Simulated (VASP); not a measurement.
Wanted: the native input for a VASP 6.6.1 run.

```yaml
Task: single point
Functional: revPBE
Potentials_or_basis: VASP PAW PBE potentials, release 64 (Zn, Cu)
Cutoff: 520 eV
k_mesh: 9 × 9 × 9
Occupations: fermi-dirac, width 0.05 eV
Spin: no spin polarisation
Dipole_correction: no
Further_INCAR_settings: ALGO = Fast; EDIFF = 1e-06; NBANDS = 18
```

The structure of ZnCu lies in POSCAR:

```
ZnCu
1.0
    2.9932228076      0.0000000000      0.0000000000
    0.0000000000      2.9932228076      0.0000000000
    0.0000000000      0.0000000000      2.9932228076
Zn Cu
1 1
Direct
    0.5000000000      0.5000000000      0.5000000000
    0.0000000000      0.0000000000      0.0000000000
```

These files were run (other wordings do the same):

INCAR

```
SYSTEM = ZnCu
ALGO = Fast ; EDIFF = 1E-6
ENCUT = 520 ; GGA = RE
ISIF = 2 ; ISMEAR = -1
LASPH = .TRUE. ; LCHARG = .FALSE.
LREAL = .FALSE. ; LWAVE = .FALSE.
NBANDS = 18 ; NELM = 100
PREC = Accurate ; SIGMA = 0.05
```

KPOINTS

```
k-points
0
G
  9 9 9
  0 0 0
```

Potentials or basis: VASP PAW PBE potentials, release 64 (Zn, Cu).

Run with:

```console
$ cat potpaw_PBE.64/Zn/POTCAR potpaw_PBE.64/Cu/POTCAR > POTCAR
$ mpirun -np 1 vasp_std > vasp.out
```

It gave:

```
Pressure : 0.7 GPa
```

Caveat: the PAW data sets were made with another functional, which shifts forces and pressure a little.

Run time: 22 s on 1 thread of Intel Xeon 8259CL, on a shared host, peak memory 0.14 GiB.
